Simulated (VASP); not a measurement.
# MgB (Pm-3m) in VASP: notebook

Aim: see how the results for MgB move with the level of theory and the settings. Levels: HSE06, PBEsol-based screened hybrid, r2SCAN0. Tasks: single point.

Everything below comes from runs of VASP 6.6.1. Logs are shortened: lines on timing, memory, paths and dates and some standing lists are left out, and cuts for length are marked.

## (1) The cell of the first run

It takes space group Pm-3m (No. 221, cubic). The conventional cell has a = 2.895 Å, b = 2.895 Å, c = 2.895 Å, α = 90.00°, β = 90.00°, γ = 90.00°. Within 3.3 Å of Mg (site symmetry m-3m) lie 8 B at 2.51 Å and 6 Mg at 2.90 Å. B (site symmetry m-3m) has 8 Mg at 2.51 Å and 6 B at 2.90 Å within 3.3 Å.

## (2) Single point, HSE06

Contents of POSCAR:

```
MgB
1.0
    2.8951500000      0.0000000000      0.0000000000
    0.0000000000      2.8951500000      0.0000000000
    0.0000000000      0.0000000000      2.8951500000
Mg B
1 1
Direct
    0.0000000000      0.0000000000      0.0000000000
    0.5000000000      0.5000000000      0.5000000000
```

Contents of INCAR.step1:

```
PREC = Accurate
ENCUT = 520
EDIFF = 1E-5
ISMEAR = -1
SIGMA = 0.05
LREAL = False
LASPH = True
NELM = 60
ALGO = Normal
ISIF = 2
LWAVE = True
GGA = PE
NBANDS = 10
```

Contents of INCAR.step2:

```
PREC = Accurate
ENCUT = 520
EDIFF = 1E-7
ISMEAR = -1
SIGMA = 0.05
LREAL = False
LASPH = True
NELM = 60
ALGO = Normal
ISIF = 2
LWAVE = False
LCHARG = True
GGA = PE
LHFCALC = True
HFSCREEN = 0.2079
PRECFOCK = Normal
LELF = True
LVHAR = True
ISTART = 1
NBANDS = 10
```

Contents of KPOINTS:

```
regular mesh
0
Gamma
  5 5 5
```

Potentials or basis: VASP PAW PBE potentials, release 64 (Mg, B).

Launch:

```
cat potpaw_PBE.64/Mg/POTCAR potpaw_PBE.64/B/POTCAR > POTCAR
cp INCAR.step1 INCAR
mpirun -np 1 vasp_std > vasp.out
cp INCAR.step2 INCAR
mpirun -np 1 vasp_std > vasp.out
```

OUTCAR:

```text
PREC = Accurate
   ENCUT = 520
   EDIFF = 1E-7
   ISMEAR = -1
   LREAL = False
   LASPH = True
   NELM = 60
   ISIF = 2
   GGA = PE
   LHFCALC = True
   HFSCREEN = 0.2079
   PRECFOCK = Normal
   ISTART = 1

 ion  position               nearest neighbor table
   1  0.000  0.000  0.000-   2 2.51   2 2.51   2 2.51   2 2.51   2 2.51   2 2.51   2 2.51   2 2.51

   2  0.500  0.500  0.500-   1 2.51   1 2.51   1 2.51   1 2.51   1 2.51   1 2.51   1 2.51   1 2.51

  LATTYP: Found a simple cubic cell.
 ALAT       =     2.8951500000

  Lattice vectors:

 A1 = (   2.8951500000,   0.0000000000,   0.0000000000)
 A2 = (   0.0000000000,   2.8951500000,   0.0000000000)
 A3 = (   0.0000000000,   0.0000000000,   2.8951500000)

Analysis of symmetry for initial positions (statically):
=====================================================================
 Subroutine PRICEL returns:
 Original cell was already a primitive cell.

 Routine SETGRP: Setting up the symmetry group for a
 simple cubic supercell.

 Subroutine GETGRP returns: Found 48 space group operations
 (whereof 48 operations were pure point group operations)
 out of a pool of 48 trial point group operations.

The static configuration has the point symmetry O_h .

Analysis of symmetry for dynamics (positions and initial velocities):
=====================================================================
 Subroutine PRICEL returns:
 Original cell was already a primitive cell.

 Routine SETGRP: Setting up the symmetry group for a
 simple cubic supercell.

 Subroutine GETGRP returns: Found 48 space group operations
 (whereof 48 operations were pure point group operations)
 out of a pool of 48 trial point group operations.

The dynamic configuration has the point symmetry O_h .

 Subroutine INISYM returns: Found 48 space group operations
 (whereof 48 operations are pure point group operations),
 and found     1 'primitive' translations

----------------------------------------------------------------------------------------

                                     Primitive cell

  volume of cell :      24.2668

  direct lattice vectors                    reciprocal lattice vectors
     2.895150000  0.000000000  0.000000000     0.345405247  0.000000000  0.000000000
     0.000000000  2.895150000  0.000000000     0.000000000  0.345405247  0.000000000
     0.000000000  0.000000000  2.895150000     0.000000000  0.000000000  0.345405247

  length of vectors
     2.895150000  2.895150000  2.895150000     0.345405247  0.345405247  0.345405247

  position of ions in fractional coordinates (direct lattice)
     0.000000000  0.000000000  0.000000000
     0.500000000  0.500000000  0.500000000

  ion indices of the primitive-cell ions
   primitive index   ion index
                 1           1
                 2           2

----------------------------------------------------------------------------------------

 KPOINTS: regular mesh

Automatic generation of k-mesh.
 Grid dimensions read from file:
 generate k-points for:    5    5    5

 Generating k-lattice:

  Cartesian coordinates                     Fractional coordinates (reciprocal lattice)
     0.069081049  0.000000000  0.000000000     0.200000000  0.000000000  0.000000000
     0.000000000  0.069081049  0.000000000     0.000000000  0.200000000  0.000000000
     0.000000000  0.000000000  0.069081049     0.000000000  0.000000000  0.200000000

  Length of vectors
     0.069081049  0.069081049  0.069081049

  Shift w.r.t. Gamma in fractional coordinates (k-lattice)
     0.000000000  0.000000000  0.000000000

 Subroutine IBZKPT returns following result:
 ===========================================

 Found     10 irreducible k-points:

 Following reciprocal coordinates:
            Coordinates               Weight
  0.000000  0.000000  0.000000      1.000000
  0.200000  0.000000  0.000000      6.000000
  0.400000  0.000000  0.000000      6.000000
  0.200000  0.200000  0.000000     12.000000
  0.400000  0.200000  0.000000     24.000000
  0.400000  0.400000  0.000000     12.000000
  0.200000  0.200000  0.200000      8.000000
  0.400000  0.200000  0.200000     24.000000
  0.400000  0.400000  0.200000     24.000000
  0.400000  0.400000  0.400000      8.000000
   k-points           NKPTS =     10   k-points in BZ     NKDIM =    125   number of bands    NBANDS=     10
   number of dos      NEDOS =    301   number of ions     NIONS =      2
   total plane-waves  NPLWV =  13824
   dimension x,y,z NGX =    24 NGY =   24 NGZ =   24
   dimension x,y,z NGXF=    48 NGYF=   48 NGZF=   48
   ions per type =               1   1
   NGX,Y,Z   is equivalent  to a cutoff of  13.78, 13.78, 13.78 a.u.
   NGXF,Y,Z  is equivalent  to a cutoff of  27.56, 27.56, 27.56 a.u.
 SYSTEM =  unknown system
   PREC   = accura    normal or accurate (medium, high low for compatibility)
   ISTART =      1    job   : 0-new  1-cont  2-samecut
   ICHARG =      0    charge: 1-file 2-atom 10-const
   ISPIN  =      1    spin polarized calculation?
   LNONCOLLINEAR =      F non collinear calculations
   LSORBIT =      F    spin-orbit coupling
   LASPH  =      T    aspherical Exc in radial PAW
   ENCUT  =  520.0 eV  38.22 Ry    6.18 a.u.   5.38  5.38  5.38*2*pi/ulx,y,z
   NELM   =     60;   NELMIN=  2; NELMDL=  0     # of ELM steps
   EDIFF  = 0.1E-06   stopping-criterion for ELM
   LREAL  =      F    real-space projection
   EDIFFG = 0.1E-05   stopping-criterion for IOM
   NSW    =      0    number of steps for IOM
   IBRION =     -1    ionic relax: 0-MD 1-quasi-New 2-CG
   NFREE  =      0    steps in history (QN), initial steepest desc. (CG)
   ISIF   =      2    stress and relaxation
   ISYM   =      3    0-nonsym 1-usesym 2-fastsym
   POTIM  = 0.5000    time-step for ionic-motion
   TEBEG  =    0.0;   TEEND  =   0.0 temperature during run
   PSTRESS=    0.0 pullay stress
   NELECT =       5.0000    total number of electrons
   NUPDOWN=      -1.0000    fix difference up-down
   EMIN   =  10.00;   EMAX   =-10.00  energy-range for DOS
   EFERMI =   0.00;   METHOD = LEGACY
   ISMEAR =    -1;   SIGMA  =   0.05  broadening in eV -4-tet -1-fermi 0-gaus
   EFERMI_NEDOS =   21; number of points for ismear=-14 and -15
   IALGO  =     38    algorithm
   IMIX   =      1    mixing-type and parameters
     AMIX     =   0.40;   BMIX     =  1.00
     AMIX_MAG =   1.60;   BMIX_MAG =  1.00
  volume/ion in A,a.u.               =      12.13        81.88
  Fermi-wavevector in a.u.,A,eV,Ry     =   0.966927  1.827227 12.720742  0.934948
  Thomas-Fermi vector in A             =   2.096770
   LORBIT       =      0    0 simple, 1 ext, 2 COOP (PROOUT), +10 PAW based schemes
   GGA     = PE    functional components
   LHFCALC =     T    Hartree Fock is set to
   PRECFOCK=normal    Normal, Fast or Accurate (Low or Medium for compatibility)
   ENCUT4O =  -1.0   cutoff for four orbital integrals eV
   NKREDX  =     1    reduce k-point grid by
   NKREDY  =     1    reduce k-point grid by
   NKREDZ  =     1    reduce k-point grid by
   AEXX    =    0.2500 exact exchange contribution
   HFSCREEN=    0.2079 screening length (either q_TF or 0.3 A-1)
   HFSCREENC=   0.2079 screening length for correlation (either q_TF or 0.3 A-1)
   ENCUTFOCK=  -1.0 apply spherical cutoff to Coloumb kernel
   IVDW    =     0    specifies the selected vdW correction
   LEPSILON=     F    determine dielectric tensor
   LRPA    =     F    only Hartree local field effects (RPA)
 non-spin polarized calculation
  energy-cutoff  :      520.00
  volume of cell :       24.27
 maximum number of plane-waves:       670
 NGX is ok and might be reduce to    24
  NGX = 18; NGY = 18; NGZ = 18

 number of electron       5.0000000 magnetization

 Free energy of the ion-electron system (eV)
  ---------------------------------------------------
  ext. energy  EPLUGINS =         0.00000000
  ---------------------------------------------------
  free energy    TOTEN  =        -7.06110128 eV

  energy without entropy =       -7.05413813  energy(sigma->0) =       -7.05761970

 E-fermi :   4.6270     XC(G=0):  -8.5534

 val. band max:        4.4114922687   @ k =   0.2000   0.2000   0.2000
 cond. band min:       4.6667836325   @ k =   0.2000   0.2000   0.0000
 fundamental gap:      0.2552913639
 Fermi energy:         4.6270059507

 k-point     1 :       0.0000    0.0000    0.0000
  band No.  band energies     occupation
      1      -7.8184      2.00000
      2       7.5584      0.00000
      3       7.5584      0.00000
      4       7.5584      0.00000
      5      12.0930      0.00000
      6      12.0930      0.00000
      7      14.4111      0.00000
      8      24.0449      0.00000
      9      24.0449      0.00000
     10      24.0449      0.00000

 k-point     2 :       0.2000    0.0000    0.0000
  band No.  band energies     occupation
      1      -7.1203      2.00000
      2       3.6175      2.00000
      3       7.9763      0.00000
      4       7.9763      0.00000
      5      12.8588      0.00000
      6      14.1930      0.00000
      7      16.6453      0.00000
      8      21.3938      0.00000
      9      21.3938      0.00000
     10      23.4630      0.00000

 k-point     3 :       0.4000    0.0000    0.0000
  band No.  band energies     occupation
      1      -5.1703      2.00000
      2      -0.9044      2.00000
      3       8.8070      0.00000
      4       8.8070      0.00000
      5      15.0883      0.00000
      6      15.6150      0.00000
      7      17.7519      0.00000
      8      18.4485      0.00000
      9      18.4485      0.00000
     10      18.9831      0.00000

 k-point     4 :       0.2000    0.2000    0.0000
  band No.  band energies     occupation
      1      -6.4312      2.00000
      2       3.8222      2.00000
      3       4.6668      0.62195
      4       8.3955      0.00000
      5      14.0105      0.00000
      6      15.3935      0.00000
      7      16.9962      0.00000
      8      19.7677      0.00000
      9      21.3189      0.00000
     10      22.9768      0.00000

 k-point     5 :       0.4000    0.2000    0.0000
  band No.  band energies     occupation
      1      -4.5120      2.00000
      2      -0.2483      2.00000
      3       5.6596      0.00000
      4       9.2351      0.00000
      5      12.1567      0.00000
      6      16.0524      0.00000
      7      17.9145      0.00000
      8      18.8907      0.00000
      9      20.1887      0.00000
     10      23.3179      0.00000

 k-point     6 :       0.4000    0.4000    0.0000
  band No.  band energies     occupation
      1      -2.6702      2.00000
      2       1.0731      2.00000
      3       1.7034      2.00000
      4       8.1113      0.00000
      5      10.0979      0.00000
      6      17.4548      0.00000
      7      18.6359      0.00000
      8      19.8494      0.00000
      9      20.1748      0.00000
     10      20.9135      0.00000

 k-point     7 :       0.2000    0.2000    0.2000
  band No.  band energies     occupation
      1      -5.7513      2.00000
      2       4.4115      1.97350
      3       4.4115      1.97350
      4       5.7287      0.00000
      5      15.5149      0.00000
      6      15.5557      0.00000
      7      15.5557      0.00000
      8      20.4778      0.00000
      9      20.5404      0.00000
     10      20.5404      0.00000

 k-point     8 :       0.4000    0.2000    0.2000
  band No.  band energies     occupation
      1      -3.8625      2.00000
      2       0.3850      2.00000
      3       5.7589      0.00000
      4       6.6758      0.00000
      5      12.4841      0.00000
      6      12.9546      0.00000
      7      16.5613      0.00000
      8      21.4713      0.00000
      9      21.4923      0.00000
     10      22.9163      0.00000

 k-point     9 :       0.4000    0.4000    0.2000
  band No.  band energies     occupation
      1      -2.0464      2.00000
      2       1.6500      2.00000
      3       2.2659      2.00000
      4       7.5176      0.00000
      5       8.7061      0.00000
      6      13.8538      0.00000
      7      13.9020      0.00000
      8      20.6967      0.00000
      9      22.5104      0.00000
     10      24.4918      0.00000

 k-point    10 :       0.4000    0.4000    0.4000
  band No.  band energies     occupation
      1      -0.2883      2.00000
      2       2.9967      2.00000
      3       2.9967      2.00000
      4       4.3268      1.99508
      5       9.9943      0.00000
      6       9.9943      0.00000
      7      10.0878      0.00000
      8      17.3918      0.00000
      9      26.1762      0.00000
     10      26.5402      0.00000

------------------------ aborting loop because EDIFF is reached ----------------------------------------

  FORCE on cell =-STRESS in cart. coord.  units (eV):
  Direction    XX          YY          ZZ          XY          YZ          ZX
  --------------------------------------------------------------------------------------
  -------------------------------------------------------------------------------------
  Total       -0.1346315     -0.1346315     -0.1346315     -0.0000000     -0.0000000      0.0000000
  in kB       -8.8888214     -8.8888214     -8.8888214     -0.0000000     -0.0000000      0.0000000
  external PRESSURE =      -8.8888214 kB  Pullay stress =       0.0000000 kB

 VOLUME and BASIS-vectors are now :
 -----------------------------------------------------------------------------
  energy-cutoff  :      520.00
  volume of cell :       24.27
      direct lattice vectors                 reciprocal lattice vectors
     2.895150000  0.000000000  0.000000000     0.345405247  0.000000000  0.000000000
     0.000000000  2.895150000  0.000000000     0.000000000  0.345405247  0.000000000
     0.000000000  0.000000000  2.895150000     0.000000000  0.000000000  0.345405247

 POSITION                                       TOTAL-FORCE (eV/Angst)
 -----------------------------------------------------------------------------------
      0.00000      0.00000      0.00000         0.000000      0.000000      0.000000
      1.44758      1.44758      1.44758         0.000000      0.000000      0.000000
 -----------------------------------------------------------------------------------
    total drift:                                0.000012      0.000009      0.000008

  FREE ENERGIE OF THE ION-ELECTRON SYSTEM (eV)
  ---------------------------------------------------
  free  energy   TOTEN  =        -7.0611012782 eV

  energy  without entropy=       -7.0541381276  energy(sigma->0) =       -7.05761970
```

Wall time 95 s (1 thread of AMD EPYC 9R45 (Zen 5), shared host); peak memory 0.21 GiB.

Results:

| Item | Value |
| --- | --- |
| Free energy | -7.0611 eV |
| Pressure | -0.9 GPa |

Caveat: the k points lie up to 0.43 Å⁻¹ apart; the PAW data sets were made with another functional, which shifts forces and pressure a little.

## (3) Single point, HSE06

This run uses another cell than the first one, of 12.05 Å³/atom, 0.993 times its volume.

Contents of POSCAR:

```
MgB
1.0
    2.8881698376      0.0000000000      0.0000000000
    0.0000000000      2.8881698376      0.0000000000
    0.0000000000      0.0000000000      2.8881698376
Mg B
1 1
Direct
    0.0000000000      0.0000000000      0.0000000000
    0.5000000000      0.5000000000      0.5000000000
```

Contents of INCAR.step1:

```
SYSTEM = MgB
ALGO     = Normal         ! electronic algorithm
EDIFF    = 1E-5           ! SCF threshold, eV
ENCUT    = 520            ! plane-wave cutoff, eV
GGA      = PE             ! functional
ISIF     = 2              ! what is computed and relaxed
ISMEAR   = -1             ! smearing method
LASPH    = .True.         ! aspherical terms in the spheres
LCHARG   = .False.        ! write CHGCAR
LREAL    = .False.        ! projectors in reciprocal space
LWAVE    = .True.         ! write WAVECAR
NBANDS   = 10             ! bands
NELM     = 100            ! most SCF steps
PREC     = Accurate       ! precision mode
SIGMA    = 0.05           ! smearing width, eV
```

Contents of INCAR.step2:

```
SYSTEM = MgB
ALGO     = Normal         ! electronic algorithm
EDIFF    = 1E-7           ! SCF threshold, eV
ENCUT    = 520            ! plane-wave cutoff, eV
GGA      = PE             ! functional
HFSCREEN = 0.2079         ! screening, 1/A
ISIF     = 2              ! what is computed and relaxed
ISMEAR   = -1             ! smearing method
ISTART   = 1            
LASPH    = .True.         ! aspherical terms in the spheres
LCHARG   = .False.        ! write CHGCAR
LHFCALC  = .True.         ! exact exchange
LREAL    = .False.        ! projectors in reciprocal space
LWAVE    = .False.        ! write WAVECAR
NBANDS   = 10             ! bands
NELM     = 100            ! most SCF steps
PREC     = Accurate       ! precision mode
PRECFOCK = Normal       
SIGMA    = 0.05           ! smearing width, eV
```

Contents of KPOINTS:

```
k-points
0
Gamma
  5 5 5
  0 0 0
```

Potentials or basis: VASP PAW PBE potentials, release 64 (Mg, B).

Launch:

```
cat potpaw_PBE.64/Mg/POTCAR potpaw_PBE.64/B/POTCAR > POTCAR
cp INCAR.step1 INCAR
mpirun -np 1 vasp_std > vasp.out
cp INCAR.step2 INCAR
mpirun -np 1 vasp_std > vasp.out
```

Run time: 1.7 min. Hardware: 1 thread of AMD EPYC 9R45 (Zen 5), shared host; peak memory 0.22 GiB.

Results (log left out):

* Free energy: -7.0617 eV
* Pressure: -0.2 GPa

Levels at points of the mesh, in eV from the Fermi level:
```tsv
k point	band 1	band 2	band 3	band 4	band 5	band 6
(0.00, 0.00, 0.00)	-12.50	2.94	2.94	2.94	7.47	7.47
```

Caveat: the k points lie up to 0.44 Å⁻¹ apart; the PAW data sets were made with another functional, which shifts forces and pressure a little.

(Continued in part 2 of 2.)
